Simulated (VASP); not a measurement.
# CdS (Cmc2_1) in VASP: single point with PBE

Aim: the single point of CdS with PBE.

Everything below comes from runs of VASP 6.6.1. Logs are shortened: lines on timing, memory, paths and dates and some standing lists are left out, and cuts for length are marked.

## 1. The cell of the first run

It takes space group Cmc2_1 (No. 36, orthorhombic). Conventional cell: a = 4.165 Å, b = 6.926 Å, c = 6.766 Å, α = 90.00°, β = 90.00°, γ = 90.00°. Within 3.3 Å of Cd (site symmetry m) lie 4 S at 2.51 to 2.52 Å. Within 3.3 Å of S (site symmetry m) lie 4 Cd at 2.51 to 2.52 Å.

## 2. Single point, PBE (uniaxial y strain -4.0%)

INCAR

```
SYSTEM = CdS
PREC = Accurate ; ENCUT = 520
EDIFF = 1E-6 ; ISMEAR = -1
SIGMA = 0.02 ; LREAL = .FALSE.
LASPH = .TRUE. ; NELM = 100
ALGO = Normal ; ISIF = 2
LWAVE = .FALSE. ; LCHARG = .FALSE.
GGA = PE ; NBANDS = 26
```

KPOINTS

```
Automatic mesh
0
G
  12 12 4
  0 0 0
```

POSCAR

```
CdS
1.0
    4.1646212433      0.0000000000      0.0000000000
   -2.0823106217      3.4631224157      0.0000000000
    0.0000000000      0.0000000000      6.7659754197
Cd S
2 2
Direct
    0.3344590940      0.6689181880      0.0015886944
    0.6655409060      0.3310818120      0.5015886944
    0.3254267349      0.6508534698      0.3734113056
    0.6745732651      0.3491465302      0.8734113056
```

Potentials or basis: VASP PAW PBE potentials, release 64 (Cd, S).

On the command line:

```
cat potpaw_PBE.64/Cd/POTCAR potpaw_PBE.64/S/POTCAR > POTCAR
mpirun -np 1 vasp_std > vasp.out
```

OUTCAR:

```text
SYSTEM = CdS
   PREC = Accurate
   ENCUT = 520
   EDIFF = 1E-6
   ISMEAR = -1
   LREAL = .FALSE.
   LASPH = .TRUE.
   NELM = 100
   ISIF = 2
   GGA = PE

 ion  position               nearest neighbor table
   1  0.334  0.669  0.002-   4 2.51   4 2.51   4 2.51   3 2.52
   2  0.666  0.331  0.502-   3 2.51   3 2.51   3 2.51   4 2.52
   3  0.325  0.651  0.373-   2 2.51   2 2.51   2 2.51   1 2.52
   4  0.675  0.349  0.873-   1 2.51   1 2.51   1 2.51   2 2.52

  Warning from LATTYP: Monoclinic adjustment (A1->A3, A2->A1, A3->A2)!
  LATTYP: Found a base centered orthorhombic cell.
 ALAT       =     4.1646212433
 B/A-ratio  =     1.6631151855
 C/A-ratio  =     1.6246316350

  Lattice vectors:

 A1 = (   2.0823106217,  -3.4631224157,   0.0000000000)
 A2 = (   2.0823106216,   3.4631224157,   0.0000000000)
 A3 = (   0.0000000000,   0.0000000000,   6.7659754197)

Analysis of symmetry for initial positions (statically):
=====================================================================
 Subroutine PRICEL returns:
 Original cell was already a primitive cell.

 Routine SETGRP: Setting up the symmetry group for a
 base centered orthorhombic supercell.

 Subroutine GETGRP returns: Found  4 space group operations
 (whereof  2 operations were pure point group operations)
 out of a pool of  8 trial point group operations.

The static configuration has the point symmetry C_1h.
 The point group associated with its full space group is C_2v.

Analysis of symmetry for dynamics (positions and initial velocities):
=====================================================================
 Subroutine PRICEL returns:
 Original cell was already a primitive cell.

 Routine SETGRP: Setting up the symmetry group for a
 base centered orthorhombic supercell.

 Subroutine GETGRP returns: Found  4 space group operations
 (whereof  2 operations were pure point group operations)
 out of a pool of  8 trial point group operations.

The dynamic configuration has the point symmetry C_1h.
 The point group associated with its full space group is C_2v.

 Subroutine INISYM returns: Found  4 space group operations
 (whereof  2 operations are pure point group operations),
 and found     1 'primitive' translations

----------------------------------------------------------------------------------------

[... 93 lines left out ...]
   LASPH  =      T    aspherical Exc in radial PAW
   ENCUT  =  520.0 eV  38.22 Ry    6.18 a.u.   7.74  7.51 12.58*2*pi/ulx,y,z
   NELM   =    100;   NELMIN=  2; NELMDL= -5     # of ELM steps
   EDIFF  = 0.1E-05   stopping-criterion for ELM
   LREAL  =      F    real-space projection
   EDIFFG = 0.1E-04   stopping-criterion for IOM
   NSW    =      0    number of steps for IOM
   IBRION =     -1    ionic relax: 0-MD 1-quasi-New 2-CG
   NFREE  =      0    steps in history (QN), initial steepest desc. (CG)
   ISIF   =      2    stress and relaxation
   ISYM   =      2    0-nonsym 1-usesym 2-fastsym
   POTIM  = 0.5000    time-step for ionic-motion
   TEBEG  =    0.0;   TEEND  =   0.0 temperature during run
   PSTRESS=    0.0 pullay stress
   NELECT =      36.0000    total number of electrons
   NUPDOWN=      -1.0000    fix difference up-down
   EMIN   =  10.00;   EMAX   =-10.00  energy-range for DOS
   EFERMI =   0.00;   METHOD = LEGACY
   ISMEAR =    -1;   SIGMA  =   0.02  broadening in eV -4-tet -1-fermi 0-gaus
   EFERMI_NEDOS =   21; number of points for ismear=-14 and -15
   IALGO  =     38    algorithm
   IMIX   =      4    mixing-type and parameters
     AMIX     =   0.40;   BMIX     =  1.00
     AMIX_MAG =   1.60;   BMIX_MAG =  1.00
  volume/ion in A,a.u.               =      24.40       164.63
  Fermi-wavevector in a.u.,A,eV,Ry     =   1.174134  2.218792 18.756871  1.378591
  Thomas-Fermi vector in A             =   2.310536
   LORBIT       =      0    0 simple, 1 ext, 2 COOP (PROOUT), +10 PAW based schemes
   GGA     = PE    functional components
   LHFCALC =     F    Hartree Fock is set to
   AEXX    =    0.0000 exact exchange contribution
   IVDW    =     0    specifies the selected vdW correction
   LEPSILON=     F    determine dielectric tensor
   LRPA    =     F    only Hartree local field effects (RPA)
 non-spin polarized calculation
  energy-cutoff  :      520.00
  volume of cell :       97.58
 maximum number of plane-waves:      2652
   NGX = 15   NGY = 15   NGZ = 25

 number of electron      35.9999996 magnetization

 Free energy of the ion-electron system (eV)
  ---------------------------------------------------
  ext. energy  EPLUGINS =         0.00000000
  ---------------------------------------------------
  free energy    TOTEN  =       -12.19826444 eV

  energy without entropy =      -12.19826444  energy(sigma->0) =      -12.19826444

 E-fermi :   1.9096     XC(G=0):  -9.2271

 val. band max:        1.5385115137   @ k =   0.0000   0.0000   0.0000
 cond. band min:       2.6988213148   @ k =   0.0000   0.0000   0.0000
 fundamental gap:      1.1603098011
 Fermi energy:         1.9096080605

 k-point     1 :       0.0000    0.0000    0.0000
  band No.  band energies     occupation
      1     -11.0157      2.00000
      2     -10.5772      2.00000
      3      -6.3269      2.00000
      4      -6.3107      2.00000
      5      -6.2865      2.00000
      6      -6.2234      2.00000
[... 685 lines left out ...]
     25      10.2133      0.00000
     26      10.9072      0.00000

 [... further k-points ...]

------------------------ aborting loop because EDIFF is reached ----------------------------------------

  FORCE on cell =-STRESS in cart. coord.  units (eV):
  Direction    XX          YY          ZZ          XY          YZ          ZX
  --------------------------------------------------------------------------------------
  -------------------------------------------------------------------------------------
  Total        2.4852155      3.0974280      2.2973295     -0.0000000      0.0000000      0.0000000
  in kB       40.8038239     50.8555117     37.7189949     -0.0000000      0.0000000      0.0000000
  external PRESSURE =      43.1261102 kB  Pullay stress =       0.0000000 kB

 VOLUME and BASIS-vectors are now :
 -----------------------------------------------------------------------------
  energy-cutoff  :      520.00
  volume of cell :       97.58
      direct lattice vectors                 reciprocal lattice vectors
     4.164621243  0.000000000  0.000000000     0.240117874  0.144378379  0.000000000
    -2.082310622  3.463122416  0.000000000     0.000000000  0.288756758  0.000000000
     0.000000000  0.000000000  6.765975420     0.000000000  0.000000000  0.147798350

 POSITION                                       TOTAL-FORCE (eV/Angst)
 -----------------------------------------------------------------------------------
     -0.00000      2.31655      0.01075        -0.000000      0.000625      0.002655
      2.08231      1.14658      3.39374         0.000000     -0.000625      0.002655
     -0.00000      2.25399      2.52649         0.000000     -0.001542     -0.002655
      2.08231      1.20914      5.90948        -0.000000      0.001542     -0.002655
 -----------------------------------------------------------------------------------
    total drift:                                0.000000     -0.000000      0.000574

  FREE ENERGIE OF THE ION-ELECTRON SYSTEM (eV)
  ---------------------------------------------------
  free  energy   TOTEN  =       -12.1982644417 eV

  energy  without entropy=      -12.1982644417  energy(sigma->0) =      -12.19826444
```

OSZICAR:

```text
N       E                     dE             d eps       ncg     rms          rms(c)
DAV:   1     0.251825891310E+03    0.25183E+03   -0.17732E+04  6708   0.128E+03
DAV:   2     0.475953374850E+00   -0.25135E+03   -0.24273E+03  7318   0.322E+02
DAV:   3    -0.131424616334E+02   -0.13618E+02   -0.13536E+02  8110   0.754E+01
DAV:   4    -0.132809522577E+02   -0.13849E+00   -0.13837E+00  7678   0.735E+00
DAV:   5    -0.132830706788E+02   -0.21184E-02   -0.21183E-02  7962   0.903E-01    0.119E+01
DAV:   6    -0.122234721963E+02    0.10596E+01   -0.18779E+00  8884   0.145E+01    0.930E+00
DAV:   7    -0.122044426598E+02    0.19030E-01   -0.79095E-01  7052   0.475E+00    0.394E+00
DAV:   8    -0.121990962867E+02    0.53464E-02   -0.10170E-01  7286   0.318E+00    0.605E-01
DAV:   9    -0.121980237482E+02    0.10725E-02   -0.16086E-02  7354   0.162E+00    0.178E-01
DAV:  10    -0.121981165518E+02   -0.92804E-04   -0.13441E-03  7254   0.402E-01    0.112E-01
DAV:  11    -0.121982394294E+02   -0.12288E-03   -0.27843E-04  7446   0.114E-01    0.851E-02
DAV:  12    -0.121982559113E+02   -0.16482E-04   -0.16482E-04  7082   0.995E-02    0.213E-02
DAV:  13    -0.121982641964E+02   -0.82852E-05   -0.23490E-05  7210   0.298E-02    0.530E-03
DAV:  14    -0.121982644417E+02   -0.24529E-06   -0.27745E-06  6734   0.136E-02
   1 F= -.12198264E+02 E0= -.12198264E+02  d E =-.135039E-10
```

Run time: 6.1 min. Hardware: 1 thread of Intel Xeon 8259CL, shared host; peak memory 0.4 GiB.

What came out:

| Property | Result |
| --- | --- |
| Free energy | -12.1983 eV |
| Pressure | 4.3 GPa |
| Largest force | 0.003 eV/Å |
| Band gap on the k mesh | 1.16 eV |

Forces on the atoms (eV/Å):
```
Cd   0.000  0.001  0.003
Cd   0.000 -0.001  0.003
S    0.000 -0.002 -0.003
S    0.000  0.002 -0.003
```

Stress tensor (GPa, compression positive):
```
4.08 0.00 0.00
0.00 5.09 0.00
0.00 0.00 3.77
```

Caveat: the cell differs from its parent crystal (uniaxial y strain -4.0%); the cell stands under pressure. A k mesh can miss the band edges.
